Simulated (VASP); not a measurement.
# Ru (P6/mmm) in VASP: notebook, part 2 of 2

VASP 6.6.1. Earlier steps stand in the parts before.

## (4) Single point, r2SCAN (12.17 Å³/atom)

This run uses another cell than the first one, of 12.17 Å³/atom.

Contents of POSCAR:

```
Ru
1.0
    4.0629141836      0.0000000000      0.0000000000
   -2.0314570918      3.5185868964      0.0000000000
    0.0000000000      0.0000000000      2.5539908227
Ru
3
Direct
    0.0000000000      0.0000000000      0.0000000000
    0.3333333333      0.6666666667      0.5000000000
    0.6666666667      0.3333333333      0.5000000000
```

Contents of INCAR.step1:

```
PREC = Accurate
ENCUT = 520
ISMEAR = -1
SIGMA = 0.1
LREAL = False
LASPH = True
NELM = 80
NBANDS = 28
GGA = PE
ALGO = Normal
EDIFF = 1E-4
LWAVE = True
LCHARG = False
```

Contents of INCAR.step2:

```
PREC = Accurate
ENCUT = 520
EDIFF = 1E-6
ISMEAR = -1
SIGMA = 0.1
LREAL = False
LASPH = True
NELM = 80
ALGO = Normal
ISIF = 2
LWAVE = False
LCHARG = True
METAGGA = R2SCAN
LMIXTAU = True
LELF = True
LVHAR = True
NBANDS = 28
ISTART = 1
```

Contents of KPOINTS:

```
regular mesh
0
Gamma
  10 10 13
```

Potentials or basis: VASP PAW PBE potentials, release 64 (Ru_pv).

Command:

```bash
$ cat potpaw_PBE.64/Ru_pv/POTCAR > POTCAR
$ cp INCAR.step1 INCAR
$ mpirun -np 1 vasp_std > vasp.out
$ cp INCAR.step2 INCAR
$ mpirun -np 1 vasp_std > vasp.out
```

OUTCAR:

```text
PREC = Accurate
   ENCUT = 520
   EDIFF = 1E-6
   ISMEAR = -1
   LREAL = False
   LASPH = True
   NELM = 80
   ISIF = 2
   METAGGA = R2SCAN
   ISTART = 1

 ion  position               nearest neighbor table
   1  0.000  0.000  0.000-   2 2.67   3 2.67   2 2.67   3 2.67   3 2.67   3 2.67   2 2.67   2 2.67
                             3 2.67   3 2.67   2 2.67   2 2.67
   2  0.333  0.667  0.500-   3 2.35   3 2.35   3 2.35   1 2.67   1 2.67   1 2.67   1 2.67   1 2.67
                             1 2.67
   3  0.667  0.333  0.500-   2 2.35   2 2.35   2 2.35   1 2.67   1 2.67   1 2.67   1 2.67   1 2.67
                             1 2.67

  LATTYP: Found a hexagonal cell.
 ALAT       =     4.0629141836
 C/A-ratio  =     0.6286105754

  Lattice vectors:

 A1 = (   4.0629141836,   0.0000000000,   0.0000000000)
 A2 = (  -2.0314570918,   3.5185868964,   0.0000000000)
 A3 = (   0.0000000000,   0.0000000000,   2.5539908227)

Analysis of symmetry for initial positions (statically):
=====================================================================
 Subroutine PRICEL returns:
 Original cell was already a primitive cell.

 Routine SETGRP: Setting up the symmetry group for a
 hexagonal supercell.

 Subroutine GETGRP returns: Found 24 space group operations
 (whereof 24 operations were pure point group operations)
 out of a pool of 24 trial point group operations.

The static configuration has the point symmetry D_6h.

Analysis of symmetry for dynamics (positions and initial velocities):
=====================================================================
 Subroutine PRICEL returns:
 Original cell was already a primitive cell.

 Routine SETGRP: Setting up the symmetry group for a
 hexagonal supercell.

 Subroutine GETGRP returns: Found 24 space group operations
 (whereof 24 operations were pure point group operations)
 out of a pool of 24 trial point group operations.

The dynamic configuration has the point symmetry D_6h.
[... 116 lines left out ...]
   ISMEAR =    -1;   SIGMA  =   0.10  broadening in eV -4-tet -1-fermi 0-gaus
   EFERMI_NEDOS =   21; number of points for ismear=-14 and -15
   IALGO  =     38    algorithm
   IMIX   =      4    mixing-type and parameters
     AMIX     =   0.40;   BMIX     =  1.00
     AMIX_MAG =   1.60;   BMIX_MAG =  1.00
  volume/ion in A,a.u.               =      12.17        82.13
  Fermi-wavevector in a.u.,A,eV,Ry     =   1.715337  3.241517 40.033534  2.942382
  Thomas-Fermi vector in A             =   2.792728
   LORBIT       =      0    0 simple, 1 ext, 2 COOP (PROOUT), +10 PAW based schemes
   METAGGA = R2SCAN    functional components
   LHFCALC =     F    Hartree Fock is set to
   AEXX    =    0.0000 exact exchange contribution
   IVDW    =     0    specifies the selected vdW correction
   LEPSILON=     F    determine dielectric tensor
   LRPA    =     F    only Hartree local field effects (RPA)
 non-spin polarized calculation
  energy-cutoff  :      520.00
  volume of cell :       36.51
 maximum number of plane-waves:      1006
   NGX = 15   NGY = 15   NGZ =  9

 number of electron      41.9999994 magnetization

 Free energy of the ion-electron system (eV)
  ---------------------------------------------------
  ext. energy  EPLUGINS =         0.00000000
  ---------------------------------------------------
  free energy    TOTEN  =       -74.71701598 eV

  energy without entropy =      -74.62847537  energy(sigma->0) =      -74.67274567

 E-fermi :  15.0853     XC(G=0): -16.1651

 val. band max:       15.0789007077   @ k =   0.3000   0.0000   0.0000
 cond. band min:      15.0855001674   @ k =   0.2000   0.1000   0.0000
 fundamental gap:      0.0065994597
 Fermi energy:        15.0853225561

 k-point     1 :       0.0000    0.0000    0.0000
  band No.  band energies     occupation
      1     -30.5234      2.00000
      2     -30.5234      2.00000
      3     -29.9377      2.00000
      4     -29.9377      2.00000
      5     -29.4560      2.00000
      6     -29.0214      2.00000
[... 733 lines left out ...]
     27      18.3372      0.00000
     28      23.4487      0.00000

 [... further k-points ...]

------------------------ aborting loop because EDIFF is reached ----------------------------------------

  FORCE on cell =-STRESS in cart. coord.  units (eV):
  Direction    XX          YY          ZZ          XY          YZ          ZX
  --------------------------------------------------------------------------------------
  -------------------------------------------------------------------------------------
  Total       13.6330671     13.6330671     12.1552773      0.0000000      0.0000000      0.0000000
  in kB      598.2447461    598.2447461    533.3965351      0.0000000      0.0000000      0.0000000
  external PRESSURE =     576.6286757 kB  Pullay stress =       0.0000000 kB

 VOLUME and BASIS-vectors are now :
 -----------------------------------------------------------------------------
  energy-cutoff  :      520.00
  volume of cell :       36.51
      direct lattice vectors                 reciprocal lattice vectors
     4.062914184  0.000000000  0.000000000     0.246128753  0.142102502  0.000000000
    -2.031457092  3.518586896  0.000000000     0.000000000  0.284205003  0.000000000
     0.000000000  0.000000000  2.553990823     0.000000000  0.000000000  0.391544085

 POSITION                                       TOTAL-FORCE (eV/Angst)
 -----------------------------------------------------------------------------------
      0.00000      0.00000      0.00000        -0.000000      0.000000      0.000000
     -0.00000      2.34572      1.27700         0.000000     -0.000000      0.000000
      2.03146      1.17286      1.27700        -0.000000      0.000000      0.000000
 -----------------------------------------------------------------------------------
    total drift:                               -0.000000      0.000000      0.000000

  FREE ENERGIE OF THE ION-ELECTRON SYSTEM (eV)
  ---------------------------------------------------
  free  energy   TOTEN  =       -74.7170159753 eV

  energy  without entropy=      -74.6284753693  energy(sigma->0) =      -74.67274567
```

OUTCAR.step1:

```text
PREC = Accurate
   ENCUT = 520
   ISMEAR = -1
   LREAL = False
   LASPH = True
   NELM = 80
[... 970 lines left out ...]
      0.00000      0.00000      0.00000         0.000000      0.000000      0.000000
     -0.00000      2.34572      1.27700         0.000000     -0.000000      0.000000
      2.03146      1.17286      1.27700        -0.000000      0.000000      0.000000
 -----------------------------------------------------------------------------------
    total drift:                               -0.000000      0.000000      0.000000

  FREE ENERGIE OF THE ION-ELECTRON SYSTEM (eV)
  ---------------------------------------------------
  free  energy   TOTEN  =       -25.9940210697 eV

  energy  without entropy=      -25.9005902498  energy(sigma->0) =      -25.94730566
```

OSZICAR.step1:

```text
N       E                     dE             d eps       ncg     rms          rms(c)
DAV:   1     0.488218843748E+03    0.48822E+03   -0.25305E+04  5488   0.168E+03
DAV:   2    -0.141244673392E+02   -0.50234E+03   -0.48980E+03  5760   0.518E+02
DAV:   3    -0.274919142465E+02   -0.13367E+02   -0.13138E+02  5952   0.932E+01
DAV:   4    -0.276306960715E+02   -0.13878E+00   -0.13867E+00  6996   0.872E+00
DAV:   5    -0.276331193925E+02   -0.24233E-02   -0.24227E-02  6124   0.105E+00    0.298E+01
DAV:   6    -0.262255366733E+02    0.14076E+01   -0.37351E+00  6140   0.171E+01    0.115E+01
DAV:   7    -0.266547063037E+02   -0.42917E+00   -0.50103E+00  6140   0.224E+01    0.780E+00
DAV:   8    -0.260001128378E+02    0.65459E+00   -0.26364E+00  6040   0.118E+01    0.170E+00
DAV:   9    -0.259940423122E+02    0.60705E-02   -0.40764E-02  6208   0.162E+00    0.142E-01
DAV:  10    -0.259940194135E+02    0.22899E-04   -0.14740E-03  6880   0.347E-01    0.523E-02
DAV:  11    -0.259940210697E+02   -0.16562E-05   -0.70102E-05  3752   0.904E-02
   1 F= -.25994021E+02 E0= -.25947306E+02  d E =-.934308E-01
```

Wall time 7.5 min (1 thread of Intel Xeon 8259CL, shared host); peak memory 0.21 GiB.

Results:

```
Free energy            : -74.7170 eV
Pressure               : 57.7 GPa
Band gap on the k mesh : zero (bands 21 and 22 overlap by 3.01 eV)
```

Levels at points of the mesh, in eV from the Fermi level:
```csv
k point,band 17,band 18,band 19,band 20,band 21,band 22,band 23,band 24,band 25,band 26
"(0.00, 0.00, 0.00)",-3.55,-2.73,-2.73,-1.85,-1.85,-1.75,-1.75,2.17,2.17,8.34
"(0.50, 0.00, 0.00)",-3.31,-3.08,-1.50,-1.43,0.54,1.03,1.04,1.08,1.60,1.61
```

Caveat: the stress differs along the axes, from 53 to 60 GPa; the PAW data sets were made with another functional, which shifts forces and pressure a little.

## (5) Single point, r2SCAN (12.72 Å³/atom)

This run uses another cell than the first one, of 12.72 Å³/atom.

Contents of POSCAR:

```
Ru
1.0
    4.1235636354      0.0000000000      0.0000000000
   -2.0617818177      3.5711108624      0.0000000000
    0.0000000000      0.0000000000      2.5921157094
Ru
3
Direct
    0.0000000000      0.0000000000      0.0000000000
    0.3333333333      0.6666666667      0.5000000000
    0.6666666667      0.3333333333      0.5000000000
```

Contents of INCAR.step1:

```
SYSTEM = Ru
PREC = Accurate ; ENCUT = 520
ISMEAR = -1 ; SIGMA = 0.1
LREAL = .False. ; LASPH = .True.
NELM = 60 ; NBANDS = 28
GGA = PE ; ALGO = Normal
EDIFF = 1E-4 ; LWAVE = .True.
LCHARG = .False.
```

Contents of INCAR.step2:

```
SYSTEM = Ru
PREC = Accurate ; ENCUT = 520
EDIFF = 1E-6 ; ISMEAR = -1
SIGMA = 0.1 ; LREAL = .False.
LASPH = .True. ; NELM = 60
ALGO = Normal ; ISIF = 2
LWAVE = .False. ; LCHARG = .True.
METAGGA = R2SCAN ; LMIXTAU = .True.
LELF = .True. ; LVHAR = .True.
NBANDS = 28 ; ISTART = 1
```

Contents of KPOINTS:

```
Automatic mesh
0
Gamma
  10 10 13
  0 0 0
```

Command:

```bash
$ cat potpaw_PBE.64/Ru_pv/POTCAR > POTCAR
$ cp INCAR.step1 INCAR
$ mpirun -np 1 vasp_std > vasp.out
$ cp INCAR.step2 INCAR
$ mpirun -np 1 vasp_std > vasp.out
```

It took 4.9 min on 1 thread of Intel Xeon 8259CL, shared host; peak memory 0.21 GiB.

The run converged. Its results:

```
Free energy            : -75.1913 eV
Pressure               : 34.5 GPa
Band gap on the k mesh : zero (bands 21 and 22 overlap by 2.81 eV)
```

Stress tensor (GPa, compression positive):
```
35.73  0.00  0.00
 0.00 35.73  0.00
 0.00  0.00 32.04
```

Levels at points of the mesh, in eV from the Fermi level:
| k point | band 18 | band 19 | band 20 | band 21 | band 22 | band 23 | band 24 | band 25 |
| --- | --- | --- | --- | --- | --- | --- | --- | --- |
| (0.00, 0.00, 0.00) | -2.55 | -2.55 | -1.71 | -1.71 | -1.62 | -1.62 | 2.02 | 2.02 |
| (0.50, 0.00, 0.00) | -2.92 | -1.40 | -1.33 | 0.49 | 0.96 | 0.97 | 1.01 | 1.52 |

Caveat: the cell stands under pressure; the PAW data sets were made with another functional, which shifts forces and pressure a little.

## (6) The runs side by side

| spin | cell | k mesh | smearing | gap on the mesh (eV) | pressure (GPa) |
| --- | --- | --- | --- | --- | --- |
| collinear, ferromagnetic start | a = 4.239, b = 4.239, c = 2.664 Å, angles 90.0, 90.0, 120.0°, 3 atoms | 9 × 9 × 12 | fermi-dirac 0.05 eV | none | 1.5 |
| off | a = 4.240, b = 4.240, c = 2.665 Å, angles 90.0, 90.0, 120.0°, 3 atoms | 9 × 9 × 12 | fermi-dirac 0.1 eV | none | 1.5 |
| off | a = 4.063, b = 4.063, c = 2.554 Å, angles 90.0, 90.0, 120.0°, 3 atoms | 10 × 10 × 13 | fermi-dirac 0.1 eV | none | 57.7 |
| off | a = 4.124, b = 4.124, c = 2.592 Å, angles 90.0, 90.0, 120.0°, 3 atoms | 10 × 10 × 13 | fermi-dirac 0.1 eV | none | 34.5 |

Alike in all rows: task single point; level r2SCAN; potentials or basis VASP PAW PBE potentials, release 64 (Ru_pv); cutoff (eV) 520.

Caveats: the PAW data sets were made with another functional, which shifts forces and pressure a little; an empty level that is flat over the whole mesh can mark a ghost state of the potentials, or a narrow d or f band (at least some runs); the stress differs along the axes, from 53 to 60 GPa (at least some runs); the cell stands under pressure (at least some runs).

Absolute energies hang on the potentials; compare differences alone.

The gap in the log of VASP goes by the Fermi energy; the results here count the filled bands.